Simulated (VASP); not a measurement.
# Ni (Fm-3m) in VASP: further runs, part 2 of 2

VASP 6.6.1. The steps go on from the part before.

### 3 Single point, PBE, collinear spin, ferromagnetic start

The input, INCAR:

```
SYSTEM = Ni
PREC = Accurate ; ENCUT = 520
EDIFF = 1E-7 ; ISMEAR = 0
SIGMA = 0.15 ; LREAL = .False.
LASPH = .True. ; NELM = 150
ALGO = Fast ; ISIF = 2
LWAVE = .False. ; LCHARG = .False.
ISPIN = 2 ; MAGMOM = 0.5
LORBIT = 11 ; NUPDOWN = 0.5
LMAXMIX = 4 ; GGA = PE
NBANDS = 15
```

The input, KPOINTS:

```
regular mesh
0
Gamma
  24 24 24
  0 0 0
```

The input, POSCAR:

```
Ni
1.0
    0.0000000000      1.7232110558      1.7232110558
    1.7232110558      0.0000000000      1.7232110558
    1.7232110558      1.7232110558      0.0000000000
Ni
1
Direct
    0.0000000000      0.0000000000      0.0000000000
```

Potentials or basis: VASP PAW PBE potentials, release 64 (Ni).

Command:

```console
$ cat potpaw_PBE.64/Ni/POTCAR > POTCAR
$ mpirun -np 1 vasp_std > vasp.out
```

OUTCAR:

```text
SYSTEM = Ni
   PREC = Accurate
   ENCUT = 520
   EDIFF = 1E-7
   ISMEAR = 0
   LREAL = .False.
   LASPH = .True.
   NELM = 150
   ISIF = 2
   ISPIN = 2
   LORBIT = 11
   NUPDOWN = 0.5
   GGA = PE

 ion  position               nearest neighbor table
   1  0.000  0.000  0.000-

  LATTYP: Found a face centered cubic cell.
 ALAT       =     3.4464221116

  Lattice vectors:

 A1 = (   0.0000000000,   1.7232110558,   1.7232110558)
 A2 = (   1.7232110558,   0.0000000000,   1.7232110558)
 A3 = (   1.7232110558,   1.7232110558,   0.0000000000)

Analysis of symmetry for initial positions (statically):
=====================================================================
 Subroutine PRICEL returns:
 Original cell was already a primitive cell.

 Routine SETGRP: Setting up the symmetry group for a
 face centered cubic supercell.

 Subroutine GETGRP returns: Found 48 space group operations
 (whereof 48 operations were pure point group operations)
 out of a pool of 48 trial point group operations.

The static configuration has the point symmetry O_h .

Analysis of symmetry for dynamics (positions and initial velocities):
=====================================================================
 Subroutine PRICEL returns:
 Original cell was already a primitive cell.

 Routine SETGRP: Setting up the symmetry group for a
 face centered cubic supercell.

 Subroutine GETGRP returns: Found 48 space group operations
 (whereof 48 operations were pure point group operations)
 out of a pool of 48 trial point group operations.

The dynamic configuration has the point symmetry O_h .

Analysis of structural, dynamic, and magnetic symmetry:
=====================================================================
 Subroutine PRICEL returns:
 Original cell was already a primitive cell.

 Routine SETGRP: Setting up the symmetry group for a
 face centered cubic supercell.

 Subroutine GETGRP returns: Found 48 space group operations
 (whereof 48 operations were pure point group operations)
 out of a pool of 48 trial point group operations.

The overall configuration has the point symmetry O_h .

 Subroutine INISYM returns: Found 48 space group operations
 (whereof 48 operations are pure point group operations),
 and found     1 'primitive' translations

----------------------------------------------------------------------------------------

                                     Primitive cell

  volume of cell :      10.2340

  direct lattice vectors                    reciprocal lattice vectors
     0.000000000  1.723211056  1.723211056    -0.290155984  0.290155984  0.290155984
     1.723211056  0.000000000  1.723211056     0.290155984 -0.290155984  0.290155984
     1.723211056  1.723211056  0.000000000     0.290155984  0.290155984 -0.290155984

  length of vectors
     2.436988446  2.436988446  2.436988446     0.502564907  0.502564907  0.502564907

  position of ions in fractional coordinates (direct lattice)
     0.000000000  0.000000000  0.000000000

  ion indices of the primitive-cell ions
   primitive index   ion index
                 1           1

----------------------------------------------------------------------------------------

 KPOINTS: regular mesh

Automatic generation of k-mesh.
 Grid dimensions read from file:
 generate k-points for:   24   24   24

 Generating k-lattice:

[... 66 lines left out ...]
   NFREE  =      0    steps in history (QN), initial steepest desc. (CG)
   ISIF   =      2    stress and relaxation
   ISYM   =      2    0-nonsym 1-usesym 2-fastsym
   POTIM  = 0.5000    time-step for ionic-motion
   TEBEG  =    0.0;   TEEND  =   0.0 temperature during run
   PSTRESS=    0.0 pullay stress
   NELECT =      10.0000    total number of electrons
   NUPDOWN=       0.5000    fix difference up-down
   EMIN   =  10.00;   EMAX   =-10.00  energy-range for DOS
   EFERMI =   0.00;   METHOD = LEGACY
   ISMEAR =     0;   SIGMA  =   0.15  broadening in eV -4-tet -1-fermi 0-gaus
   EFERMI_NEDOS =   21; number of points for ismear=-14 and -15
   IALGO  =     68    algorithm
   IMIX   =      4    mixing-type and parameters
     AMIX     =   0.40;   BMIX     =  1.00
     AMIX_MAG =   1.60;   BMIX_MAG =  1.00
  volume/ion in A,a.u.               =      10.23        69.06
  Fermi-wavevector in a.u.,A,eV,Ry     =   1.624525  3.069907 35.906877  2.639081
  Thomas-Fermi vector in A             =   2.717797
   LORBIT       =     11    0 simple, 1 ext, 2 COOP (PROOUT), +10 PAW based schemes
   GGA     = PE    functional components
   LHFCALC =     F    Hartree Fock is set to
   AEXX    =    0.0000 exact exchange contribution
   IVDW    =     0    specifies the selected vdW correction
   LEPSILON=     F    determine dielectric tensor
   LRPA    =     F    only Hartree local field effects (RPA)
 spin polarized calculation
 RMM-DIIS sequential band-by-band and
 Gauss-broadening in eV      SIGMA  =   0.15
  energy-cutoff  :      520.00
  volume of cell :       10.23
 maximum number of plane-waves:       290
   NGX =  9   NGY =  9   NGZ =  9

 number of electron      10.0000000 magnetization       0.5000000

 number of electron       9.9999990 magnetization       0.4999999

 Free energy of the ion-electron system (eV)
  ---------------------------------------------------
  ext. energy  EPLUGINS =         0.00000000
  ---------------------------------------------------
  free energy    TOTEN  =        -5.44700957 eV

  energy without entropy =       -5.42646988  energy(sigma->0) =       -5.43673973

 E-fermi :  10.2596     XC(G=0): -13.6187

 val. band max:       10.2568843500   @ k =  -0.4583   0.5000   0.0417
 cond. band min:      10.0469812716   @ k =  -0.3333   0.0833   0.0000
 fundamental gap:     -0.2099030784
 Fermi energy:        10.0458769982

 spin component 1

 k-point     1 :       0.0000    0.0000    0.0000
  band No.  band energies     occupation
      1       0.8314      1.00000
      2       7.7604      1.00000
      3       7.7604      1.00000
      4       7.7604      1.00000
      5       9.0353      1.00000
      6       9.0353      1.00000
      7      34.5082      0.00000
      8      38.8639      0.00000
      9      38.8639      0.00000
     10      38.8639      0.00000
     11      42.0430      0.00000
     12      42.0430      0.00000
     13      42.0430      0.00000
     14      44.8167      0.00000
[... 403 lines left out ...]
      4       8.9794      1.00000
      5       9.7557      0.99689
      6      10.1464      0.17154
      7      17.2129      0.00000
      8      32.7952      0.00000
      9      35.0884      0.00000
     10      35.8475      0.00000
     11      39.5106      0.00000
     12      40.0677      0.00000
     13      45.8310      0.00000
     14      55.6707      0.00000
     15      58.1462      0.00000

 [... further k-points ...]

 spin component 2

 k-point     1 :       0.0000    0.0000    0.0000
  band No.  band energies     occupation
      1       0.7918      1.00000
      2       8.3750      1.00000
      3       8.3750      1.00000
      4       8.3750      1.00000
      5       9.5002      1.00000
      6       9.5002      1.00000
      7      34.3664      0.00000
      8      38.8282      0.00000
      9      38.8282      0.00000
     10      38.8282      0.00000
     11      42.1204      0.00000
     12      42.1204      0.00000
     13      42.1204      0.00000
     14      44.6999      0.00000
[... 403 lines left out ...]
      4       9.1784      1.00000
      5      10.3673      0.15486
      6      10.5830      0.00115
      7      17.5101      0.00000
      8      32.6825      0.00000
      9      35.1472      0.00000
     10      35.9103      0.00000
     11      39.5232      0.00000
     12      40.0914      0.00000
     13      45.9226      0.00000
     14      55.7420      0.00000
     15      58.2009      0.00000

 [... further k-points ...]
[... 5 lines left out ...]
  --------------------------------------------------------------------------------------
  -------------------------------------------------------------------------------------
  Total        0.8762053      0.8762053      0.8762053      0.0000000      0.0000000     -0.0000000
  in kB      137.1737575    137.1737575    137.1737575      0.0000000      0.0000000     -0.0000000
  external PRESSURE =     137.1737575 kB  Pullay stress =       0.0000000 kB

 VOLUME and BASIS-vectors are now :
 -----------------------------------------------------------------------------
  energy-cutoff  :      520.00
  volume of cell :       10.23
      direct lattice vectors                 reciprocal lattice vectors
     0.000000000  1.723211056  1.723211056    -0.290155984  0.290155984  0.290155984
     1.723211056  0.000000000  1.723211056     0.290155984 -0.290155984  0.290155984
     1.723211056  1.723211056  0.000000000     0.290155984  0.290155984 -0.290155984

 POSITION                                       TOTAL-FORCE (eV/Angst)
 -----------------------------------------------------------------------------------
      0.00000      0.00000      0.00000        -0.000000     -0.000000      0.000000
 -----------------------------------------------------------------------------------
    total drift:                                0.000000     -0.000000      0.000000

  FREE ENERGIE OF THE ION-ELECTRON SYSTEM (eV)
  ---------------------------------------------------
  free  energy   TOTEN  =        -5.4470095705 eV

  energy  without entropy=       -5.4264698803  energy(sigma->0) =       -5.43673973

 total charge

# of ion       s       p       d       tot
------------------------------------------
    1        0.523   0.552   8.353   9.427

 magnetization (x)

# of ion       s       p       d       tot
------------------------------------------
    1       -0.008  -0.026   0.540   0.507
```

stdout:

```text
POSCAR found type information on POSCAR Ni
 POSCAR found :  1 types and       1 ions
 scaLAPACK will be used
 LDA part: xc-table for (Slater+PW92), standard interpolation
 POSCAR, INCAR and KPOINTS ok, starting setup
 FFT: planning ... GRIDC
 FFT: planning ... GRID_SOFT
 FFT: planning ... GRID
[... 18 lines left out ...]
WARNING in EDDRMM: call to ZHEGV failed, returncode =   8  4     11
WARNING in EDDRMM: call to ZHEGV failed, returncode =   8  4     11
 num prob WARNING in EDDRMM: call to ZHEGV failed, returncode =   6  3     12
WARNING in EDDRMM: call to ZHEGV failed, returncode =   8  4     12
WARNING in EDDRMM: call to ZHEGV failed, returncode =   8  4     11
WARNING in EDDRMM: call to ZHEGV failed, returncode =   6  3     11
WARNING in EDDRMM: call to ZHEGV failed, returncode =   6  3     11
WARNING in EDDRMM: call to ZHEGV failed, returncode =   8  4     11
WARNING in EDDRMM: call to ZHEGV failed, returncode =   8  4     11
```

Run time: 81 s. Hardware: 1 thread of AMD EPYC 9R45 (Zen 5), shared host; peak memory 0.17 GiB.

Results:

```yaml
Free_energy: -5.4470 eV
Pressure: 13.7 GPa
Net_moment: 0.50 μB per cell
Site_moments: Ni +0.51 μB
Valence_electrons_inside_the_program's_atomic_spheres: Ni 9.43
```

Caveat: the total moment is fixed, so each spin has its own Fermi level.
